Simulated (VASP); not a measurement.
## CdSe: relaxation of cell and atoms with PBEsol

CdSe:

```
Cd Se
1.0
     0.00000    2.86898    2.86898
     2.86898    0.00000    2.86898
     2.86898    2.86898    0.00000
Cd Se
1 1
Direct
  0.00000 0.00000 0.00000
  0.50000 0.50000 0.50000
```

```
Program                : VASP 6.6.1
Task                   : relaxation of cell and atoms
Functional             : PBEsol
Potentials or basis    : VASP PAW PBE potentials, release 64 (Cd, Se)
Cutoff                 : 600 eV
k mesh                 : 8 × 8 × 8
Occupations            : fermi-dirac, width 0.02 eV
Spin                   : no spin polarisation
Dipole correction      : no
Further INCAR settings : ALGO = Normal; EDIFF = 1e-07; IBRION = 2; EDIFFG = -0.005; NSW = 80; ISIF = 3
```

```
Relaxed volume                        : 22.40 Å³/atom
Relaxed cell                          : a = 3.987 Å, b = 3.987 Å, c = 3.987 Å, α = 60.00°, β = 60.00°, γ = 60.00°
Space group after relaxing (to 0.1 Å) : Fm-3m (No. 225)
Energy gained by relaxing             : 13.1 meV/atom
Ionic steps                           : 3
Pressure after relaxing               : 0.0 GPa
Band gap on the k mesh                : zero (bands 9 and 10 overlap by 0.55 eV)
```

The path:
```
step  energy change (eV)  largest force (eV/Å)  pressure (GPa)  volume (Å³)
   1              0.0000                0.0000           -3.27        47.23
   2             -0.0228                0.0000            1.35        44.01
   3             -0.0261                0.0000            0.00        44.81
```

Final structure:
```
CELL_PARAMETERS angstrom
0.00000 2.81909 2.81909
2.81909 0.00000 2.81909
2.81909 2.81909 0.00000
ATOMIC_POSITIONS crystal
Cd 0.00000 0.00000 0.00000
Se 0.50000 0.50000 0.50000
```

Levels at points of the mesh, in eV from the Fermi level:
```
           k point  band 5  band 6  band 7  band 8  band 9  band 10  band 11  band 12  band 13
(0.00, 0.00, 0.00)   -8.02   -8.02   -0.74   -0.74   -0.74     0.16     8.59     8.59     8.59
(0.50, 0.00, 0.00)   -7.86   -7.86   -5.30   -0.07   -0.07     2.82     5.13     5.13     6.27
(0.50, 0.50, 0.00)   -7.80   -7.23   -4.54   -2.32   -2.32    -0.60     5.24     9.98    10.59
```

Wall time 76 s on 1 thread of AMD EPYC 7R13 (shared host), peak memory 0.17 GiB.

Caveat: semilocal functionals underestimate gaps, so a narrow gap can read as zero; the PAW data sets were made with another functional, which shifts forces and pressure a little.
